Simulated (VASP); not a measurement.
Input of a VASP 6.6.1 run:

Contents of INCAR:

```
SYSTEM = BP
PREC = Accurate ; ENCUT = 520
EDIFF = 1E-8 ; ISMEAR = 0
SIGMA = 0.01 ; LREAL = .FALSE.
LASPH = .TRUE. ; NELM = 80
ALGO = Normal ; ISIF = 2
LWAVE = .FALSE. ; LCHARG = .FALSE.
GGA = PE ; LEPSILON = .TRUE.
```

Contents of KPOINTS:

```
Automatic mesh
0
G
  9 9 4
  0 0 0
```

POSCAR

```
BP
1.0
    3.2039355360      0.0000000000      0.0000000000
   -1.6019677680      2.7746895663      0.0000000000
    0.0000000000      0.0000000000      8.4666271308
B P
2 2
Direct
    0.3333333333      0.6666666667      0.2500000000
    0.6666666667      0.3333333333      0.7500000000
    0.6666666667      0.3333333333      0.2500000000
    0.3333333333      0.6666666667      0.7500000000
```

Potentials or basis: VASP PAW PBE potentials, release 64 (B, P).

The run is started by

```sh
$ cat potpaw_PBE.64/B/POTCAR potpaw_PBE.64/P/POTCAR > POTCAR
$ mpirun -np 1 vasp_std > vasp.out
```

Problem. Predict the electronic dielectric tensor (diagonal).

Solution. 16.32, 16.32, 3.66.

Problem. What does it give for the Born charges (mean of the diagonal)?

Solution. B +1.23; P -1.23 e.

Problem. Predict the band gap on the k mesh.

Solution. 0.88 eV, direct.

Born effective charge tensors (e):
atom 1, B
```
1.81 0.00 0.00
0.00 1.81 0.00
0.00 0.00 0.06
```
atom 2, B
```
1.81 0.00 0.00
0.00 1.81 0.00
0.00 0.00 0.06
```
atom 3, P
```
-1.81  0.00  0.00
 0.00 -1.81  0.00
 0.00  0.00 -0.06
```
atom 4, P
```
-1.81  0.00  0.00
 0.00 -1.81  0.00
 0.00  0.00 -0.06
```

 As with any semilocal functional, this PBE gap is likely too small.
